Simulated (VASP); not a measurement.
Crystal: InSe.

```
In Se
1.0
     1.95917    1.13113    8.26771
    -1.95917    1.13113    8.26771
     0.00000   -2.26226    8.26771
In Se
2 2
Direct
  0.88860 0.88860 0.88860
  0.00000 0.00000 0.00000
  0.17190 0.17190 0.17190
  0.38350 0.38350 0.38350
```

Base run:

```yaml
Program: VASP 6.6.1
Functional: BLYP
Potentials_or_basis: VASP PAW PBE potentials, release 64 (In_d, Se)
Cutoff: 520 eV
k_mesh: 8 × 8 × 8
Occupations: fermi-dirac, width 0.05 eV
Spin: no spin polarisation
```

Its results: band gap on the k mesh 0.57 eV; pressure 10.2 GPa; largest force 0.966 eV/Å.

Question: The run is repeated on the same cell with these changes: functional from BLYP to LDA; potentials or basis from VASP PAW PBE potentials, release 64 (In_d, Se) to VASP PAW LDA potentials, release 64 (In_d, Se). What comes out?

Answer: Band gap on the k mesh 0.40 eV; pressure 2.1 GPa; largest force 0.524 eV/Å.

Caveats: semilocal functionals underestimate gaps, and a narrow one can read as zero; spin-orbit coupling is left out, which moves the levels of the heavy elements; the cell stands under pressure (at least some runs); the PAW data sets were made with another functional, which shifts forces and pressure a little (at least some runs).

A k mesh can miss the band edges.
